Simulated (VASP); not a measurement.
# SiC (P6_3mc) in VASP: notebook

The runs below take SiC through single point, with PBE.

All numbers are computed with VASP 6.6.1; they aren't measurements. Logs are shortened: lines on timing, memory, paths and dates and some standing lists are left out, and cuts for length are marked.

### Step 1. The cell of the first run

The structure is hexagonal, space group P6_3mc (No. 186). Conventional cell: a = 3.075 Å, b = 3.075 Å, c = 4.998 Å, α = 90.00°, β = 90.00°, γ = 120.00°. Within 2.5 Å of Si (site symmetry 3m) lie 4 C at 1.88 Å. C (site symmetry 3m) has 4 Si at 1.88 Å within 2.5 Å.

### Step 2. Single point, PBE (uniaxial z strain -1.0%)

INCAR

```
SYSTEM = SiC
ALGO     = Normal         ! electronic algorithm
EDIFF    = 1E-6           ! SCF threshold, eV
ENCUT    = 520            ! plane-wave cutoff, eV
GGA      = PE             ! functional
ISIF     = 2              ! what is computed and relaxed
ISMEAR   = -1             ! smearing method
LASPH    = .TRUE.         ! aspherical terms in the spheres
LCHARG   = .FALSE.        ! write CHGCAR
LREAL    = .FALSE.        ! projectors in reciprocal space
LWAVE    = .FALSE.        ! write WAVECAR
NBANDS   = 16             ! bands
NELM     = 80             ! most SCF steps
PREC     = Accurate       ! precision mode
SIGMA    = 0.02           ! smearing width, eV
```

KPOINTS

```
k-points
0
G
  12 12 6
  0 0 0
```

POSCAR

```
SiC
1.0
    3.0753562392      0.0000000000      0.0000000000
   -1.5376781196      2.6633366288      0.0000000000
    0.0000000000      0.0000000000      4.9976270101
Si C
2 2
Direct
    0.3333333333      0.6666666667     -0.0009146521
    0.6666666667      0.3333333333      0.4990853479
    0.3333333333      0.6666666667      0.3759146521
    0.6666666667      0.3333333333      0.8759146521
```

Potentials or basis: VASP PAW PBE potentials, release 64 (Si, C).

Run with:

```console
> cat potpaw_PBE.64/Si/POTCAR potpaw_PBE.64/C/POTCAR > POTCAR
> mpirun -np 1 vasp_std > vasp.out
```

OUTCAR:

```text
SYSTEM = SiC
   EDIFF = 1E-6
   ENCUT = 520
   GGA = PE
   ISIF = 2
   ISMEAR = -1
   LASPH = .TRUE.
   LREAL = .FALSE.
   NELM = 80
   PREC = Accurate

 ion  position               nearest neighbor table
   1  0.333  0.667  0.999-   4 1.88   4 1.88   4 1.88   3 1.88   2 3.07   2 3.07   2 3.07   2 3.07
                             2 3.07   2 3.07
   2  0.667  0.333  0.499-   3 1.88   3 1.88   3 1.88   4 1.88   1 3.07   1 3.07   1 3.07   1 3.07
                             1 3.07   1 3.07
   3  0.333  0.667  0.376-   2 1.88   2 1.88   2 1.88   1 1.88
   4  0.667  0.333  0.876-   1 1.88   1 1.88   1 1.88   2 1.88

  LATTYP: Found a hexagonal cell.
 ALAT       =     3.0753562392
 C/A-ratio  =     1.6250562931

  Lattice vectors:

 A1 = (   3.0753562392,   0.0000000000,   0.0000000000)
 A2 = (  -1.5376781196,   2.6633366288,   0.0000000000)
 A3 = (   0.0000000000,   0.0000000000,   4.9976270101)

Analysis of symmetry for initial positions (statically):
=====================================================================
 Subroutine PRICEL returns:
 Original cell was already a primitive cell.

 Routine SETGRP: Setting up the symmetry group for a
 hexagonal supercell.

 Subroutine GETGRP returns: Found 12 space group operations
 (whereof  6 operations were pure point group operations)
 out of a pool of 24 trial point group operations.

The static configuration has the point symmetry C_3v.
 The point group associated with its full space group is C_6v.

Analysis of symmetry for dynamics (positions and initial velocities):
=====================================================================
 Subroutine PRICEL returns:
 Original cell was already a primitive cell.

 Routine SETGRP: Setting up the symmetry group for a
 hexagonal supercell.

 Subroutine GETGRP returns: Found 12 space group operations
 (whereof  6 operations were pure point group operations)
 out of a pool of 24 trial point group operations.

The dynamic configuration has the point symmetry C_3v.
 The point group associated with its full space group is C_6v.

 Subroutine INISYM returns: Found 12 space group operations
 (whereof  6 operations are pure point group operations),
 and found     1 'primitive' translations

----------------------------------------------------------------------------------------

                                     Primitive cell

  volume of cell :      40.9341

  direct lattice vectors                    reciprocal lattice vectors
     3.075356239  0.000000000  0.000000000     0.325165582  0.187734436  0.000000000
    -1.537678120  2.663336629  0.000000000     0.000000000  0.375468872  0.000000000
     0.000000000  0.000000000  4.997627010     0.000000000  0.000000000  0.200094965

  length of vectors
     3.075356239  3.075356239  4.997627010     0.375468872  0.375468872  0.200094965

  position of ions in fractional coordinates (direct lattice)
     0.333333333  0.666666667  0.999085348
     0.666666667  0.333333333  0.499085348
     0.333333333  0.666666667  0.375914652
     0.666666667  0.333333333  0.875914652

  ion indices of the primitive-cell ions
   primitive index   ion index
                 1           1
                 2           2
                 3           3
                 4           4

----------------------------------------------------------------------------------------

 KPOINTS: k-points

Automatic generation of k-mesh.
 Grid dimensions read from file:
 generate k-points for:   12   12    6

 Generating k-lattice:

  Cartesian coordinates                     Fractional coordinates (reciprocal lattice)
     0.027097132  0.015644536  0.000000000     0.083333333  0.000000000  0.000000000
     0.000000000  0.031289073  0.000000000     0.000000000  0.083333333  0.000000000
     0.000000000  0.000000000  0.033349161     0.000000000  0.000000000  0.166666667

  Length of vectors
     0.031289073  0.031289073  0.033349161

  Shift w.r.t. Gamma in fractional coordinates (k-lattice)
     0.000000000  0.000000000  0.000000000

 Subroutine IBZKPT returns following result:
 ===========================================

 Found     76 irreducible k-points:

 Following reciprocal coordinates:
            Coordinates               Weight
  0.000000  0.000000  0.000000      1.000000
  0.083333 -0.000000  0.000000      6.000000
  0.166667 -0.000000  0.000000      6.000000
  0.250000  0.000000  0.000000      6.000000
  0.333333  0.000000  0.000000      6.000000
  0.416667 -0.000000  0.000000      6.000000
[... 16 lines left out ...]
  0.250000  0.000000  0.166667     12.000000
  0.333333  0.000000  0.166667     12.000000
 [... further k-points ...]
   k-points           NKPTS =     76   k-points in BZ     NKDIM =     76   number of bands    NBANDS=     16
   number of dos      NEDOS =    301   number of ions     NIONS =      4
   total plane-waves  NPLWV =  23040
   dimension x,y,z NGX =    24 NGY =   24 NGZ =   40
   dimension x,y,z NGXF=    48 NGYF=   48 NGZF=   80
   ions per type =               2   2
   NGX,Y,Z   is equivalent  to a cutoff of  12.97, 12.97, 13.31 a.u.
   NGXF,Y,Z  is equivalent  to a cutoff of  25.95, 25.95, 26.61 a.u.
 SYSTEM =  SiC
   PREC   = accura    normal or accurate (medium, high low for compatibility)
   ISTART =      0    job   : 0-new  1-cont  2-samecut
   ICHARG =      2    charge: 1-file 2-atom 10-const
   ISPIN  =      1    spin polarized calculation?
   LNONCOLLINEAR =      F non collinear calculations
   LSORBIT =      F    spin-orbit coupling
   LASPH  =      T    aspherical Exc in radial PAW
   ENCUT  =  520.0 eV  38.22 Ry    6.18 a.u.   5.72  5.72  9.29*2*pi/ulx,y,z
   NELM   =     80;   NELMIN=  2; NELMDL= -5     # of ELM steps
   EDIFF  = 0.1E-05   stopping-criterion for ELM
   LREAL  =      F    real-space projection
   EDIFFG = 0.1E-04   stopping-criterion for IOM
   NSW    =      0    number of steps for IOM
   IBRION =     -1    ionic relax: 0-MD 1-quasi-New 2-CG
   NFREE  =      0    steps in history (QN), initial steepest desc. (CG)
   ISIF   =      2    stress and relaxation
   ISYM   =      2    0-nonsym 1-usesym 2-fastsym
   POTIM  = 0.5000    time-step for ionic-motion
   TEBEG  =    0.0;   TEEND  =   0.0 temperature during run
   PSTRESS=    0.0 pullay stress
   NELECT =      16.0000    total number of electrons
   NUPDOWN=      -1.0000    fix difference up-down
   EMIN   =  10.00;   EMAX   =-10.00  energy-range for DOS
   EFERMI =   0.00;   METHOD = LEGACY
   ISMEAR =    -1;   SIGMA  =   0.02  broadening in eV -4-tet -1-fermi 0-gaus
   EFERMI_NEDOS =   21; number of points for ismear=-14 and -15
   IALGO  =     38    algorithm
   IMIX   =      4    mixing-type and parameters
     AMIX     =   0.40;   BMIX     =  1.00
     AMIX_MAG =   1.60;   BMIX_MAG =  1.00
  volume/ion in A,a.u.               =      10.23        69.06
  Fermi-wavevector in a.u.,A,eV,Ry     =   1.196979  2.261962 19.493852  1.432758
  Thomas-Fermi vector in A             =   2.332905
   LORBIT       =      0    0 simple, 1 ext, 2 COOP (PROOUT), +10 PAW based schemes
   GGA     = PE    functional components
   LHFCALC =     F    Hartree Fock is set to
   AEXX    =    0.0000 exact exchange contribution
   IVDW    =     0    specifies the selected vdW correction
   LEPSILON=     F    determine dielectric tensor
   LRPA    =     F    only Hartree local field effects (RPA)
 non-spin polarized calculation
  energy-cutoff  :      520.00
  volume of cell :       40.93
 maximum number of plane-waves:      1112
 NGX is ok and might be reduce to    24
   NGX = 11   NGY = 11   NGZ = 19

 number of electron      16.0000000 magnetization

 Free energy of the ion-electron system (eV)
  ---------------------------------------------------
  ext. energy  EPLUGINS =         0.00000000
  ---------------------------------------------------
  free energy    TOTEN  =       -30.08708504 eV

  energy without entropy =      -30.08708504  energy(sigma->0) =      -30.08708504

 E-fermi :   8.7239     XC(G=0): -11.3949

 val. band max:        8.3543824531   @ k =   0.0000   0.0000   0.0000
 cond. band min:      10.6840403026   @ k =   0.3333   0.3333   0.0000
 fundamental gap:      2.3296578495
 Fermi energy:         8.7239167971

 k-point     1 :       0.0000    0.0000    0.0000
  band No.  band energies     occupation
      1      -7.2748      2.00000
      2      -3.5943      2.00000
      3      -0.3466      2.00000
      4       6.9867      2.00000
      5       6.9867      2.00000
      6       8.3344      2.00000
[... 8 lines left out ...]
     15      17.3773      0.00000
     16      19.8502      0.00000

 k-point     2 :       0.0833   -0.0000    0.0000
  band No.  band energies     occupation
      1      -7.1542      2.00000
      2      -3.4922      2.00000
      3      -0.2353      2.00000
      4       6.3019      2.00000
      5       6.7750      2.00000
      6       7.8971      2.00000
[... 8 lines left out ...]
     15      17.6797      0.00000
     16      18.7940      0.00000

 k-point     3 :       0.1667   -0.0000    0.0000
  band No.  band energies     occupation
      1      -6.7956      2.00000
      2      -3.1952      2.00000
      3       0.0899      2.00000
      4       4.8131      2.00000
      5       6.2966      2.00000
      6       6.7945      2.00000
[... 8 lines left out ...]
     15      17.9710      0.00000
     16      18.3118      0.00000

 k-point     4 :       0.2500    0.0000    0.0000
  band No.  band energies     occupation
      1      -6.2101      2.00000
      2      -2.7421      2.00000
      3       0.5826      2.00000
      4       3.1921      2.00000
      5       5.4216      2.00000
      6       5.7779      2.00000
[... 8 lines left out ...]
     15      18.4977      0.00000
     16      19.1731      0.00000
[... 324 lines left out ...]
 k-point    22 :       0.1667   -0.0000    0.1667
  band No.  band energies     occupation
      1      -6.6580      2.00000
      2      -3.7412      2.00000
      3       0.8324      2.00000
      4       4.9400      2.00000
      5       6.3902      2.00000
      6       6.4075      2.00000
[... 8 lines left out ...]
     15      18.1620      0.00000
     16      18.7412      0.00000

 k-point    23 :       0.2500    0.0000    0.1667
  band No.  band energies     occupation
      1      -6.0747      2.00000
      2      -3.2470      2.00000
      3       1.1954      2.00000
      4       3.4087      2.00000
      5       5.0194      2.00000
      6       5.8786      2.00000
[... 8 lines left out ...]
     15      19.1600      0.00000
     16      19.2991      0.00000

 k-point    24 :       0.3333    0.0000    0.1667
  band No.  band energies     occupation
      1      -5.2942      2.00000
      2      -2.6679      2.00000
      3       1.0056      2.00000
      4       2.7164      2.00000
      5       3.5949      2.00000
      6       5.4541      2.00000
[... 8 lines left out ...]
     15      19.8532      0.00000
     16      20.4758      0.00000

 [... further k-points ...]

------------------------ aborting loop because EDIFF is reached ----------------------------------------

  FORCE on cell =-STRESS in cart. coord.  units (eV):
  Direction    XX          YY          ZZ          XY          YZ          ZX
  --------------------------------------------------------------------------------------
  -------------------------------------------------------------------------------------
  Total        1.0492456      1.0492456      2.3104749      0.0000000      0.0000000      0.0000000
  in kB       41.0678910     41.0678910     90.4329095      0.0000000      0.0000000      0.0000000
  external PRESSURE =      57.5228971 kB  Pullay stress =       0.0000000 kB

 VOLUME and BASIS-vectors are now :
 -----------------------------------------------------------------------------
  energy-cutoff  :      520.00
  volume of cell :       40.93
      direct lattice vectors                 reciprocal lattice vectors
     3.075356239  0.000000000  0.000000000     0.325165582  0.187734436  0.000000000
    -1.537678120  2.663336629  0.000000000     0.000000000  0.375468872  0.000000000
     0.000000000  0.000000000  4.997627010     0.000000000  0.000000000  0.200094965

 POSITION                                       TOTAL-FORCE (eV/Angst)
 -----------------------------------------------------------------------------------
     -0.00000      1.77556      4.99306         0.000000     -0.000000     -0.010193
      1.53768      0.88778      2.49424        -0.000000      0.000000     -0.010193
     -0.00000      1.77556      1.87868         0.000000      0.000000      0.010193
      1.53768      0.88778      4.37749        -0.000000      0.000000      0.010193
 -----------------------------------------------------------------------------------
    total drift:                               -0.000000      0.000000     -0.000046

  FREE ENERGIE OF THE ION-ELECTRON SYSTEM (eV)
  ---------------------------------------------------
  free  energy   TOTEN  =       -30.0870850449 eV

  energy  without entropy=      -30.0870850449  energy(sigma->0) =      -30.08708504
```

Run time: 21 s. Hardware: 1 thread of AMD EPYC 9R45 (Zen 5), shared host; peak memory 0.15 GiB.

What came out:

- Free energy: -30.0871 eV
- Pressure: 5.8 GPa
- Largest force: 0.010 eV/Å
- Band gap on the k mesh: 2.33 eV, indirect (least direct gap 3.91 eV)

Forces in eV/Å, atoms in the order of the input:
```
Si   0.000  0.000 -0.010
Si   0.000  0.000 -0.010
C    0.000  0.000  0.010
C    0.000  0.000  0.010
```

Caveat: the cell differs from its parent crystal (uniaxial z strain -1.0%).

(Part 1 of 2 ends here.)
